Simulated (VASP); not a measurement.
# InP47 in VASP: single point with PBEsol

Aim: the single point of InP47 with PBEsol.

Everything below comes from runs of VASP 6.6.1. Logs are shortened: lines on timing, memory, paths and dates and some standing lists are left out, and cuts for length are marked.

### 1 The cell of the first run

The cell holds a slab with vacuum, 48 atoms: a = 13.141 Å, b = 13.298 Å, c = 18.000 Å, α = 90.00°, β = 90.00°, γ = 90.00°.

### 2 Single point, PBEsol

Input file INCAR:

```
PREC = Accurate
ENCUT = 520
EDIFF = 1E-6
ISMEAR = -1
SIGMA = 0.05
LREAL = Auto
LASPH = T
NELM = 80
ALGO = Normal
ISIF = 2
LWAVE = F
LCHARG = T
GGA = PS
LELF = T
LVHAR = T
NBANDS = 154
```

Input file KPOINTS:

```
regular mesh
0
Gamma
  1 1 1
```

Input file POSCAR:

```
InP47
1.0
   13.1408260000      0.0000000000      0.0000000000
    0.0000000000     13.2980700000      0.0000000000
    0.0000000000      0.0000000000     18.0000000000
P In
47 1
Direct
    0.9998060000      0.0239100000      0.5727190000
    0.9958670000      0.3730460000      0.5506920000
    0.9974770000      0.6847720000      0.5444040000
    0.2492760000      0.0251620000      0.5738560000
    0.2336030000      0.3696120000      0.5730700000
    0.2523400000      0.6786400000      0.5384150000
    0.5006420000      0.0250160000      0.5738590000
    0.5162660000      0.3696830000      0.5731300000
    0.4976860000      0.6787450000      0.5384520000
    0.7501780000      0.0238420000      0.5726960000
    0.7542220000      0.3731820000      0.5506490000
    0.7525110000      0.6847990000      0.5443970000
    0.1239130000      0.1375270000      0.5733010000
    0.1186510000      0.4821170000      0.5459780000
    0.1261620000      0.7894240000      0.5583930000
    0.3749970000      0.1369100000      0.5775130000
    0.3749510000      0.7894070000      0.5569910000
    0.6259780000      0.1373970000      0.5733350000
    0.6313590000      0.4821580000      0.5459690000
    0.6238520000      0.7895440000      0.5583510000
    0.8749630000      0.1372310000      0.5728090000
    0.8751080000      0.4831870000      0.5400400000
    0.8749860000      0.7981980000      0.5527580000
    0.9997780000      0.2916590000      0.4416760000
    0.0014230000      0.6414200000      0.4246940000
    0.0031930000      0.9799580000      0.4536470000
    0.2491200000      0.3040780000      0.4599750000
    0.2466340000      0.6466270000      0.4172120000
    0.2500590000      0.9781390000      0.4548550000
    0.5007530000      0.3040430000      0.4600610000
    0.5032700000      0.6467180000      0.4172730000
    0.4999540000      0.9782040000      0.4548370000
    0.7502000000      0.2916310000      0.4416760000
    0.7486200000      0.6415280000      0.4247080000
    0.7467380000      0.9799500000      0.4536120000
    0.1286360000      0.1856170000      0.4548840000
    0.1261290000      0.5279200000      0.4250140000
    0.1263610000      0.8668260000      0.4475680000
    0.3749140000      0.1945670000      0.4618230000
    0.3749930000      0.5394380000      0.4058410000
    0.3750510000      0.8683980000      0.4467670000
    0.6212940000      0.1856490000      0.4549080000
    0.6238530000      0.5281030000      0.4250170000
    0.6235850000      0.8668260000      0.4475190000
    0.8750030000      0.1805250000      0.4535340000
    0.8749880000      0.5297350000      0.4220560000
    0.8749750000      0.8716080000      0.4415950000
    0.3748900000      0.4930290000      0.5444690000
```

Potentials or basis: VASP PAW PBE potentials, release 64 (P, In_d).

Launch:

```bash
$ cat potpaw_PBE.64/P/POTCAR potpaw_PBE.64/In_d/POTCAR > POTCAR
$ mpirun -np 1 vasp_gam > vasp.out
```

OUTCAR:

```text
PREC = Accurate
   ENCUT = 520
   EDIFF = 1E-6
   ISMEAR = -1
   LREAL = Auto
   LASPH = T
   NELM = 80
   ISIF = 2
   GGA = PS

 ion  position               nearest neighbor table
   1  1.000  0.024  0.573-  26 2.22  13 2.22  21 2.23
   2  0.996  0.373  0.551-  22 2.17  14 2.17  24 2.24
   3  0.997  0.685  0.544-  15 2.20  23 2.21  25 2.23
   4  0.249  0.025  0.574-  16 2.22  13 2.22  29 2.23
   5  0.234  0.370  0.573-  14 2.18  27 2.22  48 2.53
   6  0.252  0.679  0.538-  17 2.21  28 2.22  15 2.25  48 2.95
   7  0.501  0.025  0.574-  16 2.22  18 2.22  32 2.23
   8  0.516  0.370  0.573-  19 2.18  30 2.22  48 2.53
   9  0.498  0.679  0.538-  17 2.21  31 2.22  20 2.25  48 2.95
  10  0.750  0.024  0.573-  35 2.22  18 2.22  21 2.23
  11  0.754  0.373  0.551-  22 2.17  19 2.17  33 2.24
  12  0.753  0.685  0.544-  20 2.20  23 2.21  34 2.23
  13  0.124  0.138  0.573-   1 2.22   4 2.22  36 2.23
  14  0.119  0.482  0.546-   2 2.17   5 2.18  37 2.26  48 3.37
  15  0.126  0.789  0.558-   3 2.20  38 2.24   6 2.25
  16  0.375  0.137  0.578-  39 2.22   4 2.22   7 2.22
  17  0.375  0.789  0.557-   6 2.21   9 2.21  41 2.24
[... 15 lines left out ...]
  33  0.750  0.292  0.442-  42 2.22  45 2.22  11 2.24
  34  0.749  0.642  0.425-  43 2.23  46 2.23  12 2.23
  35  0.747  0.980  0.454-  44 2.21  10 2.22  47 2.23
  36  0.129  0.186  0.455-  24 2.22  13 2.23  27 2.24
[... 9 lines left out ...]
  46  0.875  0.530  0.422-  22 2.21  25 2.23  34 2.23
  47  0.875  0.872  0.442-  23 2.23  26 2.23  35 2.23
  48  0.375  0.493  0.544-   5 2.53   8 2.53  40 2.57   6 2.95   9 2.95  27 3.37  14 3.37  30 3.37
                            19 3.37

  LATTYP: Found a simple orthorhombic cell.
 ALAT       =    13.1408260000
 B/A-ratio  =     1.0119660667
 C/A-ratio  =     1.3697769075

  Lattice vectors:

 A1 = (  13.1408260000,   0.0000000000,   0.0000000000)
 A2 = (   0.0000000000,  13.2980700000,   0.0000000000)
 A3 = (   0.0000000000,   0.0000000000,  18.0000000000)

Analysis of symmetry for initial positions (statically):
=====================================================================
 Subroutine PRICEL returns:
 Original cell was already a primitive cell.

 Routine SETGRP: Setting up the symmetry group for a
 simple orthorhombic supercell.

 Subroutine GETGRP returns: Found  1 space group operations
 (whereof  1 operations were pure point group operations)
 out of a pool of  8 trial point group operations.

The static configuration has the point symmetry C_1 .
[... 178 lines left out ...]
   LASPH  =      T    aspherical Exc in radial PAW
   ENCUT  =  520.0 eV  38.22 Ry    6.18 a.u.  24.43 24.73 33.47*2*pi/ulx,y,z
   NELM   =     80;   NELMIN=  2; NELMDL= -5     # of ELM steps
   EDIFF  = 0.1E-05   stopping-criterion for ELM
   LREAL  =      T    real-space projection
   EDIFFG = 0.1E-04   stopping-criterion for IOM
   NSW    =      0    number of steps for IOM
[... 5 lines left out ...]
   TEBEG  =    0.0;   TEEND  =   0.0 temperature during run
   PSTRESS=    0.0 pullay stress
   NELECT =     248.0000    total number of electrons
   NUPDOWN=      -1.0000    fix difference up-down
   EMIN   =  10.00;   EMAX   =-10.00  energy-range for DOS
   EFERMI =   0.00;   METHOD = LEGACY
   ISMEAR =    -1;   SIGMA  =   0.05  broadening in eV -4-tet -1-fermi 0-gaus
   EFERMI_NEDOS =   21; number of points for ismear=-14 and -15
   IALGO  =     38    algorithm
   IMIX   =      4    mixing-type and parameters
     AMIX     =   0.40;   BMIX     =  1.00
     AMIX_MAG =   1.60;   BMIX_MAG =  1.00
  volume/ion in A,a.u.               =      65.53       442.22
  Fermi-wavevector in a.u.,A,eV,Ry     =   0.701990  1.326568  6.704810  0.492790
  Thomas-Fermi vector in A             =   1.786567
   LORBIT       =      0    0 simple, 1 ext, 2 COOP (PROOUT), +10 PAW based schemes
   GGA     = PS    functional components
   LHFCALC =     F    Hartree Fock is set to
   AEXX    =    0.0000 exact exchange contribution
   IVDW    =     0    specifies the selected vdW correction
   LEPSILON=     F    determine dielectric tensor
   LRPA    =     F    only Hartree local field effects (RPA)
 non-spin polarized calculation
  energy-cutoff  :      520.00
  volume of cell :     3145.46
 maximum number of plane-waves:     42388
 NGX is ok and might be reduce to    98
   NGX = 49   NGY = 49   NGZ = 67

 number of electron     248.0000001 magnetization

 Free energy of the ion-electron system (eV)
  ---------------------------------------------------
  ext. energy  EPLUGINS =         0.00000000
  ---------------------------------------------------
  free energy    TOTEN  =      -269.15991584 eV

  energy without entropy =     -269.15951727  energy(sigma->0) =     -269.15971656

 E-fermi :  -1.3716     XC(G=0):  -3.4816

 val. band max:       -1.7985112617   @ k =   0.0000   0.0000   0.0000
 cond. band min:      -0.9476024551   @ k =   0.0000   0.0000   0.0000
 fundamental gap:      0.8509088066
 Fermi energy:        -1.3716461285

 k-point     1 :       0.0000    0.0000    0.0000
  band No.  band energies     occupation
      1     -16.9324      2.00000
      2     -16.4079      2.00000
      3     -16.3387      2.00000
      4     -16.2107      2.00000
      5     -16.1146      2.00000
      6     -16.1094      2.00000
[... 128 lines left out ...]
    135       0.1543      0.00000
    136       0.2043      0.00000
 [bands above 136 left out]

------------------------ aborting loop because EDIFF is reached ----------------------------------------

  FORCE on cell =-STRESS in cart. coord.  units (eV):
  Direction    XX          YY          ZZ          XY          YZ          ZX
  --------------------------------------------------------------------------------------
  -------------------------------------------------------------------------------------
  Total       16.6584526     -7.3576885     -0.8902931      0.0155741      0.0385150     -0.0081578
  in kB        8.4851878     -3.7477291     -0.4534818      0.0079328      0.0196181     -0.0041553
  external PRESSURE =       1.4279923 kB  Pullay stress =       0.0000000 kB

 VOLUME and BASIS-vectors are now :
 -----------------------------------------------------------------------------
  energy-cutoff  :      520.00
  volume of cell :     3145.46
      direct lattice vectors                 reciprocal lattice vectors
    13.140826000  0.000000000  0.000000000     0.076098717  0.000000000  0.000000000
     0.000000000 13.298070000  0.000000000     0.000000000  0.075198882  0.000000000
     0.000000000  0.000000000 18.000000000     0.000000000  0.000000000  0.055555556

 POSITION                                       TOTAL-FORCE (eV/Angst)
 -----------------------------------------------------------------------------------
     13.13828      0.31796     10.30894         0.001020      0.010368     -0.038702
     13.08651      4.96079      9.91246         0.009181      0.006101     -0.025618
     13.10767      9.10615      9.79927        -0.004033      0.013277      0.003792
      3.27569      0.33461     10.32941         0.009839      0.008136     -0.025527
      3.06974      4.91513     10.31526         0.010297      0.002130     -0.020191
      3.31596      9.02460      9.69147        -0.016192      0.010438     -0.005102
[... 40 lines left out ...]
     11.49789     11.59070      7.94871         0.002604      0.005586      0.005047
      4.92636      6.55633      9.80044         0.008432     -0.023809      0.009002
 -----------------------------------------------------------------------------------
    total drift:                               -0.008331     -0.005430      0.007482

  FREE ENERGIE OF THE ION-ELECTRON SYSTEM (eV)
  ---------------------------------------------------
  free  energy   TOTEN  =      -269.1599158441 eV

  energy  without entropy=     -269.1595172712  energy(sigma->0) =     -269.15971656
```

Wall time 29 min (1 thread of AMD EPYC 7R43 (Zen 3), shared host); peak memory 2 GiB.

Results:

```
Free energy            : -269.1599 eV
Largest force          : 0.043 eV/Å
Band gap on the k mesh : 0.85 eV
```

Forces on the atoms (eV/Å):
```
P    0.001  0.010 -0.039
P    0.009  0.006 -0.026
P   -0.004  0.013  0.004
P    0.010  0.008 -0.026
P    0.010  0.002 -0.020
P   -0.016  0.010 -0.005
P   -0.015  0.019 -0.025
P    0.005  0.010 -0.022
P    0.011  0.006  0.001
P   -0.005  0.016 -0.039
P   -0.014 -0.006 -0.023
P   -0.003  0.015  0.009
P    0.016 -0.004  0.002
P    0.015 -0.014 -0.003
P   -0.015  0.002 -0.028
P   -0.001  0.007 -0.001
P    0.006 -0.008 -0.030
P   -0.006 -0.003 -0.001
P   -0.024 -0.019 -0.002
P    0.012 -0.003 -0.030
P    0.001 -0.020  0.008
P   -0.013 -0.006 -0.013
P    0.003 -0.006 -0.029
P    0.003 -0.012  0.027
P   -0.007 -0.012  0.002
P   -0.009 -0.021  0.028
P    0.004 -0.013  0.033
P    0.005 -0.022  0.027
P   -0.010 -0.019  0.009
P   -0.003 -0.006  0.028
P   -0.001 -0.022  0.021
P    0.007 -0.022  0.013
P   -0.003 -0.006  0.021
P    0.007 -0.014  0.001
P    0.016 -0.020  0.028
P   -0.016  0.017  0.002
P   -0.009  0.026  0.009
P    0.001  0.007  0.014
P    0.006  0.007  0.007
P    0.004  0.032 -0.004
P   -0.011  0.016  0.022
P    0.014  0.015  0.011
P    0.005  0.020  0.009
P    0.005  0.010  0.011
P   -0.003  0.009 -0.011
P    0.004  0.014  0.015
P    0.003  0.006  0.005
In   0.008 -0.024  0.009
```

Caveat: the k points lie up to 0.48 Å⁻¹ apart; the PAW data sets were made with another functional, which shifts forces and pressure a little; spin-orbit coupling is left out, which moves the levels of the heavy elements.
